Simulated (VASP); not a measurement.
# ZnCu (R3m) in VASP: notebook

Runs on ZnCu. Level: PBEsol. Tasks: single point.

All numbers are computed with VASP 6.6.1; they aren't measurements. Logs are shortened: lines on timing, memory, paths and dates and some standing lists are left out, and cuts for length are marked.

## (1) The cell of the first run

Symmetry: R3m, No. 160, trigonal system. The conventional cell has a = 4.165 Å, b = 4.165 Å, c = 5.101 Å, α = 90.00°, β = 90.00°, γ = 120.00°. Zn (site symmetry 3m) has 8 Cu at 2.49 to 2.61 Å and 6 Zn at 2.94 Å within 3.3 Å. Within 3.3 Å of Cu (site symmetry 3m) lie 8 Zn at 2.49 to 2.61 Å and 6 Cu at 2.94 Å.

## (2) Single point, PBEsol

INCAR reads:

```
ALGO = Fast ; EDIFF = 1E-7
ENCUT = 520 ; GGA = PS
ISIF = 2 ; ISMEAR = 0
LASPH = T ; LCHARG = F
LREAL = F ; LWAVE = F
NBANDS = 18 ; NELM = 100
PREC = Accurate ; SIGMA = 0.15
```

KPOINTS reads:

```
k-points
0
Gamma
  16 16 16
```

POSCAR reads:

```
ZnCu
1.0
    2.9450000000      0.0000000000      0.0000000000
    0.0000000000      2.9450000000      0.0000000000
    0.0000000000      0.0000000000      2.9450000000
Zn Cu
1 1
Direct
    0.5000000000      0.5000000000      0.5000000000
   -0.0122527646     -0.0122527646     -0.0122527646
```

Potentials or basis: VASP PAW PBE potentials, release 64 (Zn, Cu).

Command:

```
> cat potpaw_PBE.64/Zn/POTCAR potpaw_PBE.64/Cu/POTCAR > POTCAR
> mpirun -np 1 vasp_std > vasp.out
```

OUTCAR:

```text
EDIFF = 1E-7
   ENCUT = 520
   GGA = PS
   ISIF = 2
   ISMEAR = 0
   LASPH = T
   LREAL = F
   NELM = 100
   PREC = Accurate

 ion  position               nearest neighbor table
   1  0.500  0.500  0.500-   2 2.49   2 2.53   2 2.53   2 2.53   2 2.57   2 2.57   2 2.57   2 2.61

   2  0.988  0.988  0.988-   1 2.49   1 2.53   1 2.53   1 2.53   1 2.57   1 2.57   1 2.57   1 2.61

  LATTYP: Found a simple cubic cell.
 ALAT       =     2.9450000000

  Lattice vectors:

 A1 = (   2.9450000000,   0.0000000000,   0.0000000000)
 A2 = (   0.0000000000,   2.9450000000,   0.0000000000)
 A3 = (   0.0000000000,   0.0000000000,   2.9450000000)

Analysis of symmetry for initial positions (statically):
=====================================================================
 Subroutine PRICEL returns:
 Original cell was already a primitive cell.

 Routine SETGRP: Setting up the symmetry group for a
 simple cubic supercell.

 Subroutine GETGRP returns: Found  6 space group operations
 (whereof  6 operations were pure point group operations)
 out of a pool of 48 trial point group operations.

The static configuration has the point symmetry C_3v.

Analysis of symmetry for dynamics (positions and initial velocities):
=====================================================================
 Subroutine PRICEL returns:
 Original cell was already a primitive cell.

 Routine SETGRP: Setting up the symmetry group for a
 simple cubic supercell.

 Subroutine GETGRP returns: Found  6 space group operations
 (whereof  6 operations were pure point group operations)
 out of a pool of 48 trial point group operations.

The dynamic configuration has the point symmetry C_3v.

 Subroutine INISYM returns: Found  6 space group operations
 (whereof  6 operations are pure point group operations),
 and found     1 'primitive' translations

----------------------------------------------------------------------------------------

                                     Primitive cell

  volume of cell :      25.5421

  direct lattice vectors                    reciprocal lattice vectors
     2.945000000  0.000000000  0.000000000     0.339558574  0.000000000  0.000000000
     0.000000000  2.945000000  0.000000000     0.000000000  0.339558574  0.000000000
     0.000000000  0.000000000  2.945000000     0.000000000  0.000000000  0.339558574

  length of vectors
     2.945000000  2.945000000  2.945000000     0.339558574  0.339558574  0.339558574

  position of ions in fractional coordinates (direct lattice)
     0.500000000  0.500000000  0.500000000
     0.987747235  0.987747235  0.987747235

  ion indices of the primitive-cell ions
   primitive index   ion index
                 1           1
                 2           2

----------------------------------------------------------------------------------------

 KPOINTS: k-points

Automatic generation of k-mesh.
 Grid dimensions read from file:
 generate k-points for:   16   16   16

 Generating k-lattice:

  Cartesian coordinates                     Fractional coordinates (reciprocal lattice)
     0.021222411  0.000000000  0.000000000     0.062500000  0.000000000  0.000000000
     0.000000000  0.021222411  0.000000000     0.000000000  0.062500000  0.000000000
     0.000000000  0.000000000  0.021222411     0.000000000  0.000000000  0.062500000

  Length of vectors
     0.021222411  0.021222411  0.021222411

  Shift w.r.t. Gamma in fractional coordinates (k-lattice)
     0.000000000  0.000000000  0.000000000

 Subroutine IBZKPT returns following result:
 ===========================================

 Found    417 irreducible k-points:

 Following reciprocal coordinates:
            Coordinates               Weight
  0.000000  0.000000  0.000000      1.000000
  0.062500  0.000000  0.000000      6.000000
  0.125000  0.000000  0.000000      6.000000
  0.187500  0.000000  0.000000      6.000000
  0.250000  0.000000  0.000000      6.000000
  0.312500  0.000000  0.000000      6.000000
[... 16 lines left out ...]
 -0.062500  0.437500  0.000000     12.000000
  0.500000  0.062500  0.000000     12.000000
 [... further k-points ...]
   k-points           NKPTS =    417   k-points in BZ     NKDIM =    417   number of bands    NBANDS=     18
   number of dos      NEDOS =    301   number of ions     NIONS =      2
   total plane-waves  NPLWV =  13824
   dimension x,y,z NGX =    24 NGY =   24 NGZ =   24
   dimension x,y,z NGXF=    48 NGYF=   48 NGZF=   48
   ions per type =               1   1
   NGX,Y,Z   is equivalent  to a cutoff of  13.55, 13.55, 13.55 a.u.
   NGXF,Y,Z  is equivalent  to a cutoff of  27.10, 27.10, 27.10 a.u.
 SYSTEM =  unknown system
   PREC   = accura    normal or accurate (medium, high low for compatibility)
   ISTART =      0    job   : 0-new  1-cont  2-samecut
   ICHARG =      2    charge: 1-file 2-atom 10-const
   ISPIN  =      1    spin polarized calculation?
   LNONCOLLINEAR =      F non collinear calculations
   LSORBIT =      F    spin-orbit coupling
   LASPH  =      T    aspherical Exc in radial PAW
   ENCUT  =  520.0 eV  38.22 Ry    6.18 a.u.   5.48  5.48  5.48*2*pi/ulx,y,z
   NELM   =    100;   NELMIN=  2; NELMDL= -5     # of ELM steps
   EDIFF  = 0.1E-06   stopping-criterion for ELM
   LREAL  =      F    real-space projection
   EDIFFG = 0.1E-05   stopping-criterion for IOM
   NSW    =      0    number of steps for IOM
   IBRION =     -1    ionic relax: 0-MD 1-quasi-New 2-CG
   NFREE  =      0    steps in history (QN), initial steepest desc. (CG)
   ISIF   =      2    stress and relaxation
   ISYM   =      2    0-nonsym 1-usesym 2-fastsym
   POTIM  = 0.5000    time-step for ionic-motion
   TEBEG  =    0.0;   TEEND  =   0.0 temperature during run
   PSTRESS=    0.0 pullay stress
   NELECT =      23.0000    total number of electrons
   NUPDOWN=      -1.0000    fix difference up-down
   EMIN   =  10.00;   EMAX   =-10.00  energy-range for DOS
   EFERMI =   0.00;   METHOD = LEGACY
   ISMEAR =     0;   SIGMA  =   0.15  broadening in eV -4-tet -1-fermi 0-gaus
   EFERMI_NEDOS =   21; number of points for ismear=-14 and -15
   IALGO  =     68    algorithm
   IMIX   =      4    mixing-type and parameters
     AMIX     =   0.40;   BMIX     =  1.00
     AMIX_MAG =   1.60;   BMIX_MAG =  1.00
  volume/ion in A,a.u.               =      12.77        86.18
  Fermi-wavevector in a.u.,A,eV,Ry     =   1.580880  2.987429 34.003415  2.499180
  Thomas-Fermi vector in A             =   2.681040
   LORBIT       =      0    0 simple, 1 ext, 2 COOP (PROOUT), +10 PAW based schemes
   GGA     = PS    functional components
   LHFCALC =     F    Hartree Fock is set to
   AEXX    =    0.0000 exact exchange contribution
   IVDW    =     0    specifies the selected vdW correction
   LEPSILON=     F    determine dielectric tensor
   LRPA    =     F    only Hartree local field effects (RPA)
 non-spin polarized calculation
 RMM-DIIS sequential band-by-band and
 Gauss-broadening in eV      SIGMA  =   0.15
  energy-cutoff  :      520.00
  volume of cell :       25.54
 maximum number of plane-waves:       715
 NGX is ok and might be reduce to    24
   NGX = 11   NGY = 11   NGZ = 11

 number of electron      22.9999976 magnetization

 Free energy of the ion-electron system (eV)
  ---------------------------------------------------
  ext. energy  EPLUGINS =         0.00000000
  ---------------------------------------------------
  free energy    TOTEN  =        -6.07764794 eV

  energy without entropy =       -6.07097521  energy(sigma->0) =       -6.07431158

 E-fermi :   5.3454     XC(G=0): -12.5647

 val. band max:        5.3448833951   @ k =   0.4375   0.4375   0.3125
 cond. band min:       5.3479159367   @ k =  -0.4375   0.4375   0.3125
 fundamental gap:      0.0030325416
 Fermi energy:         5.3454391546

 k-point     1 :       0.0000    0.0000    0.0000
  band No.  band energies     occupation
      1      -5.0027      2.00000
      2      -2.4583      2.00000
      3      -2.4583      2.00000
      4      -1.7630      2.00000
      5      -1.7581      2.00000
      6      -1.7581      2.00000
[... 10 lines left out ...]
     17      17.5961      0.00000
     18      28.8154      0.00000

 k-point     2 :       0.0625    0.0000    0.0000
  band No.  band energies     occupation
      1      -4.9320      2.00000
      2      -2.4500      2.00000
      3      -2.4429      2.00000
      4      -1.7681      2.00000
      5      -1.7645      2.00000
      6      -1.7562      2.00000
[... 10 lines left out ...]
     17      18.0592      0.00000
     18      28.0841      0.00000

 k-point     3 :       0.1250    0.0000    0.0000
  band No.  band energies     occupation
      1      -4.7213      2.00000
      2      -2.4263      2.00000
      3      -2.3979      2.00000
      4      -1.7858      2.00000
      5      -1.7826      2.00000
      6      -1.7476      2.00000
[... 10 lines left out ...]
     17      19.7090      0.00000
     18      26.6270      0.00000

 k-point     4 :       0.1875    0.0000    0.0000
  band No.  band energies     occupation
      1      -4.3767      2.00000
      2      -2.3904      2.00000
      3      -2.3255      2.00000
      4      -1.8125      2.00000
      5      -1.8097      2.00000
      6      -1.7343      2.00000
[... 375 lines left out ...]
      4      -1.9227      2.00000
      5      -1.6939      2.00000
      6      -1.1519      2.00000
[... 10 lines left out ...]
     17      18.9725      0.00000
     18      20.1152      0.00000

 k-point    23 :      -0.0625    0.4375    0.0000
  band No.  band energies     occupation
      1      -2.5399      2.00000
      2      -2.2307      2.00000
      3      -1.9822      2.00000
      4      -1.9229      2.00000
      5      -1.6937      2.00000
      6      -1.1518      2.00000
[... 10 lines left out ...]
     17      18.9731      0.00000
     18      20.1062      0.00000

 k-point    24 :       0.5000    0.0625    0.0000
  band No.  band energies     occupation
      1      -2.4643      2.00000
      2      -2.2213      2.00000
      3      -1.9863      2.00000
      4      -1.9291      2.00000
      5      -1.6911      2.00000
      6      -0.6648      2.00000
[... 10 lines left out ...]
     17      19.2101      0.00000
     18      20.1945      0.00000

 [... further k-points ...]

------------------------ aborting loop because EDIFF is reached ----------------------------------------

  FORCE on cell =-STRESS in cart. coord.  units (eV):
  Direction    XX          YY          ZZ          XY          YZ          ZX
  --------------------------------------------------------------------------------------
  -------------------------------------------------------------------------------------
  Total       -0.6173475     -0.6173475     -0.6173475      0.0235853      0.0235853      0.0235853
  in kB      -38.7243704    -38.7243704    -38.7243704      1.4794337      1.4794337      1.4794337
  external PRESSURE =     -38.7243704 kB  Pullay stress =       0.0000000 kB

 VOLUME and BASIS-vectors are now :
 -----------------------------------------------------------------------------
  energy-cutoff  :      520.00
  volume of cell :       25.54
      direct lattice vectors                 reciprocal lattice vectors
     2.945000000  0.000000000  0.000000000     0.339558574  0.000000000  0.000000000
     0.000000000  2.945000000  0.000000000     0.000000000  0.339558574  0.000000000
     0.000000000  0.000000000  2.945000000     0.000000000  0.000000000  0.339558574

 POSITION                                       TOTAL-FORCE (eV/Angst)
 -----------------------------------------------------------------------------------
      1.47250      1.47250      1.47250        -0.163458     -0.163458     -0.163458
      2.90892      2.90892      2.90892         0.163458      0.163458      0.163458
 -----------------------------------------------------------------------------------
    total drift:                               -0.000644     -0.000644     -0.000629

  FREE ENERGIE OF THE ION-ELECTRON SYSTEM (eV)
  ---------------------------------------------------
  free  energy   TOTEN  =        -6.0776479445 eV

  energy  without entropy=       -6.0709752098  energy(sigma->0) =       -6.07431158
```

Run time: 1.9 min. Hardware: 1 thread of AMD EPYC 9R45 (Zen 5), shared host; peak memory 0.27 GiB.

Results:

```
Free energy            : -6.0776 eV
Pressure               : -3.9 GPa
Largest force          : 0.283 eV/Å
Band gap on the k mesh : zero (an odd number of electrons rules out a gap without spin polarisation)
```

Forces in eV/Å, atoms in the order of the input:
```
Zn  -0.163 -0.163 -0.163
Cu   0.163  0.163  0.163
```

Stress tensor (GPa, compression positive):
```
-3.87  0.15  0.15
 0.15 -3.87  0.15
 0.15  0.15 -3.87
```

Levels at points of the mesh, in eV from the Fermi level:
```
           k point  band 8  band 9  band 10  band 11  band 12  band 13  band 14  band 15  band 16  band 17
(0.00, 0.00, 0.00)   -3.56   -2.72    -2.72    -2.72     6.21     6.22     6.22    11.27    11.27    12.25
(0.50, 0.00, 0.00)   -3.68   -3.27    -3.27    -2.79    -1.99    11.66    11.66    12.33    12.34    13.48
(0.50, 0.50, 0.00)   -2.87   -2.87    -2.48    -1.90    -1.89     1.76     2.10    13.91    15.53    15.54
(0.50, 0.50, 0.50)   -4.28   -2.46    -2.46     3.83     4.16     4.27     4.27     4.59     4.59     4.72
```

Caveat: the cell differs from its parent crystal (all Cu atoms moved +0.062 Å, as atom 2 towards its neighbour atom 1 (Zn) at 2.550 Å); the cell stands under tension; the PAW data sets were made with another functional, which shifts forces and pressure a little.

## (3) Single point, PBEsol

INCAR reads:

```
SYSTEM = ZnCu
ALGO = Fast
EDIFF = 1E-7
ENCUT = 520
GGA = PS
ISIF = 2
ISMEAR = 0
LASPH = .TRUE.
LCHARG = .FALSE.
LREAL = .FALSE.
LWAVE = .FALSE.
NBANDS = 18
NELM = 80
PREC = Accurate
SIGMA = 0.15
```

KPOINTS reads:

```
k-points
0
G
  16 16 16
  0 0 0
```

POSCAR: that of step 2 with these lines changed.

```diff
@@ -9,2 +9,2 @@
     0.5000000000      0.5000000000      0.5000000000
-   -0.0122527646     -0.0122527646     -0.0122527646
+   -0.0073516588     -0.0073516588     -0.0073516588
```

Potentials or basis: VASP PAW PBE potentials, release 64 (Zn, Cu).

Command:

```
> cat potpaw_PBE.64/Zn/POTCAR potpaw_PBE.64/Cu/POTCAR > POTCAR
> mpirun -np 1 vasp_std > vasp.out
```

Wall time 2.2 min (1 thread of AMD EPYC 9R45 (Zen 5), shared host); peak memory 0.27 GiB.

Results (log left out):

* Free energy: -6.0833 eV
* Pressure: -3.9 GPa
* Largest force: 0.170 eV/Å
* Band gap on the k mesh: zero (an odd number of electrons rules out a gap without spin polarisation)

Forces in eV/Å, atoms in the order of the input:
```
Zn  -0.098 -0.098 -0.098
Cu   0.098  0.098  0.098
```

Stress tensor (GPa, compression positive):
```
-3.94  0.05  0.05
 0.05 -3.94  0.05
 0.05  0.05 -3.94
```

Levels at points of the mesh, in eV from the Fermi level:
| k point | band 9 | band 10 | band 11 | band 12 | band 13 | band 14 | band 15 | band 16 |
| --- | --- | --- | --- | --- | --- | --- | --- | --- |
| (0.00, 0.00, 0.00) | -2.72 | -2.72 | -2.72 | 6.21 | 6.21 | 6.21 | 11.27 | 11.27 |
| (0.50, 0.00, 0.00) | -3.27 | -3.27 | -2.79 | -1.99 | 11.68 | 11.68 | 12.32 | 12.33 |
| (0.50, 0.50, 0.00) | -2.87 | -2.48 | -1.90 | -1.90 | 1.76 | 2.10 | 13.91 | 15.52 |
| (0.50, 0.50, 0.50) | -2.46 | -2.46 | 3.83 | 4.25 | 4.31 | 4.31 | 4.55 | 4.55 |

Caveat: the cell differs from its parent crystal (all Cu atoms moved +0.037 Å, as atom 2 towards its neighbour atom 1 (Zn) at 2.550 Å); the cell stands under tension; the PAW data sets were made with another functional, which shifts forces and pressure a little.

## (4) Single point, PBEsol

INCAR reads:

```
SYSTEM = ZnCu
PREC = Accurate ; ENCUT = 520
EDIFF = 1E-6 ; ISMEAR = 0
SIGMA = 0.15 ; LREAL = .False.
LASPH = .True. ; NELM = 80
ALGO = Fast ; ISIF = 2
LWAVE = .False. ; LCHARG = .False.
GGA = PS ; NBANDS = 18
```

KPOINTS reads:

```
Automatic mesh
0
Gamma
  16 16 16
  0 0 0
```

POSCAR: that of step 3 with these lines changed.

```diff
@@ -9,2 +9,2 @@
     0.5000000000      0.5000000000      0.5000000000
-   -0.0073516588     -0.0073516588     -0.0073516588
+   -0.0024505529     -0.0024505529     -0.0024505529
```

Command:

```
> cat potpaw_PBE.64/Zn/POTCAR potpaw_PBE.64/Cu/POTCAR > POTCAR
> mpirun -np 1 vasp_std > vasp.out
```

Wall time 1.8 min (1 thread of AMD EPYC 9R45 (Zen 5), shared host); peak memory 0.28 GiB.

It converged, with:

```yaml
Free_energy: -6.0862 eV
Pressure: -3.8 GPa
Largest_force: 0.056 eV/Å
Band_gap_on_the_k_mesh: zero (an odd number of electrons rules out a gap without spin polarisation)
```

Forces on the atoms (eV/Å):
```
Zn  -0.033 -0.033 -0.033
Cu   0.033  0.033  0.033
```

Levels at points of the mesh, in eV from the Fermi level:
```csv
k point,band 8,band 9,band 10,band 11,band 12,band 13,band 14,band 15,band 16,band 17
"(0.00, 0.00, 0.00)",-3.56,-2.72,-2.72,-2.72,6.21,6.21,6.21,11.27,11.27,12.27
"(0.50, 0.00, 0.00)",-3.68,-3.27,-3.27,-2.79,-1.99,11.69,11.69,12.32,12.32,13.47
"(0.50, 0.50, 0.00)",-2.87,-2.87,-2.48,-1.90,-1.90,1.76,2.10,13.90,15.52,15.52
"(0.50, 0.50, 0.50)",-4.29,-2.46,-2.46,3.84,4.32,4.33,4.33,4.52,4.52,4.53
```

Caveat: the cell differs from its parent crystal (all Cu atoms moved +0.013 Å, as atom 2 towards its neighbour atom 1 (Zn) at 2.550 Å); the cell stands under tension; the PAW data sets were made with another functional, which shifts forces and pressure a little.

## (5) The runs side by side

| cell | further INCAR settings | gap on the mesh (eV) | pressure (GPa) | largest force (eV/Å) |
| --- | --- | --- | --- | --- |
| as given, atomic positions A | ALGO = Fast; EDIFF = 1e-07; NBANDS = 18 | none | -3.9 | 0.28 |
| as given, atomic positions B | ALGO = Fast; EDIFF = 1e-07; NBANDS = 18 | none | -3.9 | 0.17 |
| as given, atomic positions C | ALGO = Fast; EDIFF = 1e-06; NBANDS = 18 | none | -3.8 | 0.06 |

Alike in all rows: task single point; level PBEsol; potentials or basis VASP PAW PBE potentials, release 64 (Zn, Cu); no spin polarisation; k mesh 16 × 16 × 16; cutoff (eV) 520; smearing gaussian 0.15 eV.

Caveats: the cell stands under tension; the PAW data sets were made with another functional, which shifts forces and pressure a little.

Absolute energies hang on the potentials; compare differences alone.

The gap in the log of VASP goes by the Fermi energy; the results here count the filled bands.